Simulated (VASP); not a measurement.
# Lu (Fd-3m) in VASP: further runs

The runs below take Lu through single point, with LDA.

All numbers are computed with VASP 6.6.1; they aren't measurements. Logs are shortened: lines on timing, memory, paths and dates and some standing lists are left out, and cuts for length are marked.

### 1 The cell of the first run

It takes space group Fd-3m (No. 227, cubic). Conventional cell: a = 5.447 Å, b = 5.447 Å, c = 5.447 Å, α = 90.00°, β = 90.00°, γ = 90.00°. Lu (site symmetry -43m) has 4 Lu at 2.36 Å within 3.1 Å.

This isn't the form of Lu at room conditions, which is hcp.

### 2 Single point, LDA (20.20 Å³/atom)

Input file INCAR:

```
PREC = Accurate
ENCUT = 520
EDIFF = 1E-7
ISMEAR = -1
SIGMA = 0.05
LREAL = F
LASPH = T
NELM = 80
ALGO = Normal
ISIF = 2
LWAVE = F
LCHARG = F
GGA = CA
NBANDS = 32
```

Input file KPOINTS:

```
Automatic mesh
0
Gamma
  12 12 12
```

Input file POSCAR:

```
Lu
1.0
    0.0000000000      2.7234808995      2.7234808995
    2.7234808995      0.0000000000      2.7234808995
    2.7234808995      2.7234808995      0.0000000000
Lu
2
Direct
   -0.1250000000     -0.1250000000     -0.1250000000
    0.1250000000      0.1250000000      0.1250000000
```

Potentials or basis: VASP PAW PBE potentials, release 64 (Lu).

Run with:

```bash
cat potpaw_PBE.64/Lu/POTCAR > POTCAR
mpirun -np 1 vasp_std > vasp.out
```

OUTCAR:

```text
PREC = Accurate
   ENCUT = 520
   EDIFF = 1E-7
   ISMEAR = -1
   LREAL = F
   LASPH = T
   NELM = 80
   ISIF = 2
   GGA = CA

 ion  position               nearest neighbor table
   1  0.875  0.875  0.875-   2 2.36   2 2.36   2 2.36   2 2.36
   2  0.125  0.125  0.125-   1 2.36   1 2.36   1 2.36   1 2.36

  LATTYP: Found a face centered cubic cell.
 ALAT       =     5.4469617990

  Lattice vectors:

 A1 = (   0.0000000000,   2.7234808995,   2.7234808995)
 A2 = (   2.7234808995,   0.0000000000,   2.7234808995)
 A3 = (   2.7234808995,   2.7234808995,   0.0000000000)

Analysis of symmetry for initial positions (statically):
=====================================================================
 Subroutine PRICEL returns:
 Original cell was already a primitive cell.

 Routine SETGRP: Setting up the symmetry group for a
 face centered cubic supercell.

 Subroutine GETGRP returns: Found 48 space group operations
 (whereof 12 operations were pure point group operations)
 out of a pool of 48 trial point group operations.

The static configuration has the point symmetry D_3d.
 The point group associated with its full space group is O_h .

Analysis of symmetry for dynamics (positions and initial velocities):
=====================================================================
 Subroutine PRICEL returns:
 Original cell was already a primitive cell.

 Routine SETGRP: Setting up the symmetry group for a
 face centered cubic supercell.

 Subroutine GETGRP returns: Found 48 space group operations
 (whereof 12 operations were pure point group operations)
 out of a pool of 48 trial point group operations.

The dynamic configuration has the point symmetry D_3d.
 The point group associated with its full space group is O_h .

 Subroutine INISYM returns: Found 48 space group operations
 (whereof 12 operations are pure point group operations),
 and found     1 'primitive' translations

----------------------------------------------------------------------------------------

                                     Primitive cell

  volume of cell :      40.4020

  direct lattice vectors                    reciprocal lattice vectors
     0.000000000  2.723480900  2.723480900    -0.183588583  0.183588583  0.183588583
     2.723480900  0.000000000  2.723480900     0.183588583 -0.183588583  0.183588583
     2.723480900  2.723480900  0.000000000     0.183588583  0.183588583 -0.183588583

  length of vectors
     3.851583625  3.851583625  3.851583625     0.317984754  0.317984754  0.317984754

  position of ions in fractional coordinates (direct lattice)
     0.875000000  0.875000000  0.875000000
     0.125000000  0.125000000  0.125000000

  ion indices of the primitive-cell ions
   primitive index   ion index
                 1           1
                 2           2

----------------------------------------------------------------------------------------

 KPOINTS: Automatic mesh

Automatic generation of k-mesh.
 Grid dimensions read from file:
 generate k-points for:   12   12   12

 Generating k-lattice:

  Cartesian coordinates                     Fractional coordinates (reciprocal lattice)
    -0.015299049  0.015299049  0.015299049     0.083333333  0.000000000  0.000000000
     0.015299049 -0.015299049  0.015299049     0.000000000  0.083333333  0.000000000
     0.015299049  0.015299049 -0.015299049     0.000000000  0.000000000  0.083333333

  Length of vectors
     0.026498729  0.026498729  0.026498729

  Shift w.r.t. Gamma in fractional coordinates (k-lattice)
     0.000000000  0.000000000  0.000000000

 Subroutine IBZKPT returns following result:
 ===========================================

 Found     72 irreducible k-points:

 Following reciprocal coordinates:
            Coordinates               Weight
  0.000000  0.000000  0.000000      1.000000
  0.083333  0.000000  0.000000      8.000000
  0.166667  0.000000  0.000000      8.000000
  0.250000  0.000000  0.000000      8.000000
  0.333333  0.000000  0.000000      8.000000
  0.416667  0.000000  0.000000      8.000000
[... 16 lines left out ...]
  0.500000  0.166667  0.000000     24.000000
 -0.416667  0.166667  0.000000     24.000000
 [... further k-points ...]
   k-points           NKPTS =     72   k-points in BZ     NKDIM =     72   number of bands    NBANDS=     32
   number of dos      NEDOS =    301   number of ions     NIONS =      2
   total plane-waves  NPLWV =  27000
   dimension x,y,z NGX =    30 NGY =   30 NGZ =   30
   dimension x,y,z NGXF=    60 NGYF=   60 NGZF=   60
   ions per type =               2
   NGX,Y,Z   is equivalent  to a cutoff of  12.95, 12.95, 12.95 a.u.
   NGXF,Y,Z  is equivalent  to a cutoff of  25.90, 25.90, 25.90 a.u.
 SYSTEM =  unknown system
   PREC   = accura    normal or accurate (medium, high low for compatibility)
   ISTART =      0    job   : 0-new  1-cont  2-samecut
   ICHARG =      2    charge: 1-file 2-atom 10-const
   ISPIN  =      1    spin polarized calculation?
   LNONCOLLINEAR =      F non collinear calculations
   LSORBIT =      F    spin-orbit coupling
   LASPH  =      T    aspherical Exc in radial PAW
   ENCUT  =  520.0 eV  38.22 Ry    6.18 a.u.   7.16  7.16  7.16*2*pi/ulx,y,z
   NELM   =     80;   NELMIN=  2; NELMDL= -5     # of ELM steps
   EDIFF  = 0.1E-06   stopping-criterion for ELM
   LREAL  =      F    real-space projection
   EDIFFG = 0.1E-05   stopping-criterion for IOM
   NSW    =      0    number of steps for IOM
   IBRION =     -1    ionic relax: 0-MD 1-quasi-New 2-CG
   NFREE  =      0    steps in history (QN), initial steepest desc. (CG)
   ISIF   =      2    stress and relaxation
   ISYM   =      2    0-nonsym 1-usesym 2-fastsym
   POTIM  = 0.5000    time-step for ionic-motion
   TEBEG  =    0.0;   TEEND  =   0.0 temperature during run
   PSTRESS=    0.0 pullay stress
   NELECT =      50.0000    total number of electrons
   NUPDOWN=      -1.0000    fix difference up-down
   EMIN   =  10.00;   EMAX   =-10.00  energy-range for DOS
   EFERMI =   0.00;   METHOD = LEGACY
   ISMEAR =    -1;   SIGMA  =   0.05  broadening in eV -4-tet -1-fermi 0-gaus
   EFERMI_NEDOS =   21; number of points for ismear=-14 and -15
   IALGO  =     38    algorithm
   IMIX   =      4    mixing-type and parameters
     AMIX     =   0.40;   BMIX     =  1.00
     AMIX_MAG =   1.60;   BMIX_MAG =  1.00
  volume/ion in A,a.u.               =      20.20       136.32
  Fermi-wavevector in a.u.,A,eV,Ry     =   1.757642  3.321462 42.032567  3.089307
  Thomas-Fermi vector in A             =   2.826957
   LORBIT       =      0    0 simple, 1 ext, 2 COOP (PROOUT), +10 PAW based schemes
   GGA     = CA    functional components
   LHFCALC =     F    Hartree Fock is set to
   AEXX    =    0.0000 exact exchange contribution
   IVDW    =     0    specifies the selected vdW correction
   LEPSILON=     F    determine dielectric tensor
   LRPA    =     F    only Hartree local field effects (RPA)
 non-spin polarized calculation
  energy-cutoff  :      520.00
  volume of cell :       40.40
 maximum number of plane-waves:      1113
 NGX is ok and might be reduce to    30
   NGX = 15   NGY = 15   NGZ = 15

 number of electron      49.9999984 magnetization

 Free energy of the ion-electron system (eV)
  ---------------------------------------------------
  ext. energy  EPLUGINS =         0.00000000
  ---------------------------------------------------
  free energy    TOTEN  =        -4.20406643 eV

  energy without entropy =       -4.18185148  energy(sigma->0) =       -4.19295896

 E-fermi :   3.0157     XC(G=0): -12.7022

 val. band max:        3.0100050882   @ k =   0.4167   0.3333   0.0833
 cond. band min:       3.0191287623   @ k =   0.5000   0.2500   0.0833
 fundamental gap:      0.0091236741
 Fermi energy:         3.0156506544

 k-point     1 :       0.0000    0.0000    0.0000
  band No.  band energies     occupation
      1     -53.8793      2.00000
      2     -52.3391      2.00000
      3     -25.4858      2.00000
      4     -25.4858      2.00000
      5     -25.4858      2.00000
      6     -22.9350      2.00000
[... 24 lines left out ...]
     31       7.6065      0.00000
     32      13.8925      0.00000

 k-point     2 :       0.0833    0.0000    0.0000
  band No.  band energies     occupation
      1     -53.8610      2.00000
      2     -52.3604      2.00000
      3     -25.5118      2.00000
      4     -25.5118      2.00000
      5     -25.4910      2.00000
      6     -22.9258      2.00000
[... 24 lines left out ...]
     31       7.5333      0.00000
     32      13.9088      0.00000

 k-point     3 :       0.1667    0.0000    0.0000
  band No.  band energies     occupation
      1     -53.8085      2.00000
      2     -52.4212      2.00000
      3     -25.5799      2.00000
      4     -25.5799      2.00000
      5     -25.5074      2.00000
      6     -22.8969      2.00000
[... 24 lines left out ...]
     31       7.4445      0.00000
     32      13.9131      0.00000

 k-point     4 :       0.2500    0.0000    0.0000
  band No.  band energies     occupation
      1     -53.7284      2.00000
      2     -52.5125      2.00000
      3     -25.6665      2.00000
      4     -25.6665      2.00000
      5     -25.5350      2.00000
      6     -22.8487      2.00000
[... 24 lines left out ...]
     31       7.7434      0.00000
     32      13.5676      0.00000

 k-point     5 :       0.3333    0.0000    0.0000
  band No.  band energies     occupation
      1     -53.6343      2.00000
      2     -52.6179      2.00000
      3     -25.7469      2.00000
      4     -25.7469      2.00000
      5     -25.5677      2.00000
      6     -22.7910      2.00000
[... 584 lines left out ...]
     31       8.2481      0.00000
     32      11.4464      0.00000

 k-point    22 :       0.4167    0.1667    0.0000
  band No.  band energies     occupation
      1     -53.5395      2.00000
      2     -52.7218      2.00000
      3     -26.0095      2.00000
      4     -25.9051      2.00000
      5     -25.1521      2.00000
      6     -23.2333      2.00000
[... 24 lines left out ...]
     31       9.1149      0.00000
     32      11.0897      0.00000

 k-point    23 :       0.5000    0.1667    0.0000
  band No.  band energies     occupation
      1     -53.4658      2.00000
      2     -52.8013      2.00000
      3     -26.0874      2.00000
      4     -25.9158      2.00000
      5     -25.1445      2.00000
      6     -23.2112      2.00000
[... 24 lines left out ...]
     31       9.3007      0.00000
     32      11.1672      0.00000

 k-point    24 :      -0.4167    0.1667    0.0000
  band No.  band energies     occupation
      1     -53.4551      2.00000
      2     -52.8128      2.00000
      3     -26.1162      2.00000
      4     -25.8867      2.00000
      5     -25.1640      2.00000
      6     -23.1766      2.00000
[... 24 lines left out ...]
     31       9.1088      0.00000
     32      10.5562      0.00000

 [... further k-points ...]

------------------------ aborting loop because EDIFF is reached ----------------------------------------

  FORCE on cell =-STRESS in cart. coord.  units (eV):
  Direction    XX          YY          ZZ          XY          YZ          ZX
  --------------------------------------------------------------------------------------
  -------------------------------------------------------------------------------------
  Total        7.9334914      7.9334914      7.9334914      0.0000000      0.0000000      0.0000000
  in kB      314.6095780    314.6095780    314.6095780      0.0000000      0.0000000      0.0000000
  external PRESSURE =     314.6095780 kB  Pullay stress =       0.0000000 kB

 VOLUME and BASIS-vectors are now :
 -----------------------------------------------------------------------------
  energy-cutoff  :      520.00
  volume of cell :       40.40
      direct lattice vectors                 reciprocal lattice vectors
     0.000000000  2.723480900  2.723480900    -0.183588583  0.183588583  0.183588583
     2.723480900  0.000000000  2.723480900     0.183588583 -0.183588583  0.183588583
     2.723480900  2.723480900  0.000000000     0.183588583  0.183588583 -0.183588583

 POSITION                                       TOTAL-FORCE (eV/Angst)
 -----------------------------------------------------------------------------------
      4.76609      4.76609      4.76609         0.000000      0.000000     -0.000000
      0.68087      0.68087      0.68087        -0.000000     -0.000000      0.000000
 -----------------------------------------------------------------------------------
    total drift:                               -0.000000      0.000000      0.000000

  FREE ENERGIE OF THE ION-ELECTRON SYSTEM (eV)
  ---------------------------------------------------
  free  energy   TOTEN  =        -4.2040664333 eV

  energy  without entropy=       -4.1818514792  energy(sigma->0) =       -4.19295896
```

Wall time 4.1 min (1 thread of Intel Xeon 8259CL, shared host); peak memory 0.21 GiB.

What came out:

```
Free energy            : -4.2041 eV
Pressure               : 31.5 GPa
Band gap on the k mesh : zero (bands 25 and 26 overlap by 1.85 eV)
```

Caveat: the cell stands under pressure; the PAW data sets were made with another functional, which shifts forces and pressure a little; spin-orbit coupling is left out, which moves the levels of the heavy elements.

### 3 Single point, LDA (24.24 Å³/atom)

This run uses another cell than the first one, of 24.24 Å³/atom.

Input file INCAR:

```
SYSTEM = Lu
PREC     = Accurate       ! precision mode
ENCUT    = 520            ! plane-wave cutoff, eV
EDIFF    = 1E-6           ! SCF threshold, eV
ISMEAR   = -1             ! smearing method
SIGMA    = 0.05           ! smearing width, eV
LREAL    = .FALSE.        ! projectors in reciprocal space
LASPH    = .TRUE.         ! aspherical terms in the spheres
NELM     = 100            ! most SCF steps
ALGO     = Normal         ! electronic algorithm
ISIF     = 2              ! what is computed and relaxed
LWAVE    = .FALSE.        ! write WAVECAR
LCHARG   = .FALSE.        ! write CHGCAR
GGA      = CA             ! functional
NBANDS   = 32             ! bands
```

Input file KPOINTS:

```
Automatic mesh
0
G
  12 12 12
  0 0 0
```

Input file POSCAR:

```
Lu
1.0
    0.0000000000      2.8941303158      2.8941303158
    2.8941303158      0.0000000000      2.8941303158
    2.8941303158      2.8941303158      0.0000000000
Lu
2
Direct
   -0.1250000000     -0.1250000000     -0.1250000000
    0.1250000000      0.1250000000      0.1250000000
```

Potentials or basis: VASP PAW PBE potentials, release 64 (Lu).

Run with:

```bash
cat potpaw_PBE.64/Lu/POTCAR > POTCAR
mpirun -np 1 vasp_std > vasp.out
```

Wall time 3.3 min (1 thread of Intel Xeon 8259CL, shared host); peak memory 0.22 GiB.

It converged, with:

| Item | Value |
| --- | --- |
| Free energy | -5.2966 eV |
| Pressure | 14.6 GPa |
| Band gap on the k mesh | zero (bands 25 and 26 overlap by 1.56 eV) |

Levels at points of the mesh, in eV from the Fermi level:
```
           k point  band 23  band 24  band 25  band 26  band 27  band 28
(0.00, 0.00, 0.00)    -5.12    -0.41    -0.41     1.29     1.29     1.29
(0.50, 0.00, 0.00)    -1.98    -1.06    -0.31    -0.31     1.04     1.04
(0.50, 0.50, 0.00)    -1.96    -1.96     1.10     1.10     1.20     1.20
```

Caveat: the cell stands under pressure; the PAW data sets were made with another functional, which shifts forces and pressure a little; spin-orbit coupling is left out, which moves the levels of the heavy elements.

### 4 Single point, LDA (28.28 Å³/atom)

This run uses another cell than the first one, of 28.28 Å³/atom.

Input file INCAR:

```
SYSTEM = Lu
ALGO = Normal ; EDIFF = 1E-6
ENCUT = 520 ; GGA = CA
ISIF = 2 ; ISMEAR = -1
LASPH = .True. ; LCHARG = .False.
LREAL = .False. ; LWAVE = .False.
NBANDS = 32 ; NELM = 80
PREC = Accurate ; SIGMA = 0.05
```

Input file KPOINTS:

```
k-points
0
Gamma
  12 12 12
  0 0 0
```

Input file POSCAR:

```
Lu
1.0
    0.0000000000      3.0467279662      3.0467279662
    3.0467279662      0.0000000000      3.0467279662
    3.0467279662      3.0467279662      0.0000000000
Lu
2
Direct
   -0.1250000000     -0.1250000000     -0.1250000000
    0.1250000000      0.1250000000      0.1250000000
```

Run with:

```bash
cat potpaw_PBE.64/Lu/POTCAR > POTCAR
mpirun -np 1 vasp_std > vasp.out
```

Wall time 2.6 min (1 thread of Intel Xeon 8259CL, shared host); peak memory 0.23 GiB.

It converged, with:

```yaml
Free_energy: -5.8333 eV
Pressure: 6.9 GPa
Band_gap_on_the_k_mesh: zero (bands 25 and 26 overlap by 1.16 eV)
```

Levels at points of the mesh, in eV from the Fermi level:
```csv
k point,band 22,band 23,band 24,band 25,band 26,band 27,band 28,band 29
"(0.00, 0.00, 0.00)",-5.21,-5.11,-0.17,-0.17,1.04,1.04,1.04,3.23
"(0.50, 0.00, 0.00)",-5.22,-2.31,-0.91,-0.14,-0.14,0.96,0.96,1.34
"(0.50, 0.50, 0.00)",-5.25,-1.58,-1.58,0.23,0.23,1.13,1.13,3.13
```

Caveat: the cell stands under pressure; the PAW data sets were made with another functional, which shifts forces and pressure a little; spin-orbit coupling is left out, which moves the levels of the heavy elements.

### 5 Overview

```csv
cell,gap on the mesh (eV),pressure (GPa)
"a = 3.852 Å, angles 60.0°, 2 atoms",none,31.5
"a = 4.093 Å, angles 60.0°, 2 atoms",none,14.6
"a = 4.309 Å, angles 60.0°, 2 atoms",none,6.9
```

Alike in all rows: task single point; level LDA; potentials or basis VASP PAW PBE potentials, release 64 (Lu); no spin polarisation; k mesh 12 × 12 × 12; cutoff (eV) 520; smearing fermi-dirac 0.05 eV.

Caveats: the cell stands under pressure; the PAW data sets were made with another functional, which shifts forces and pressure a little; spin-orbit coupling is left out, which moves the levels of the heavy elements.

Absolute energies hang on the potentials; compare differences alone.
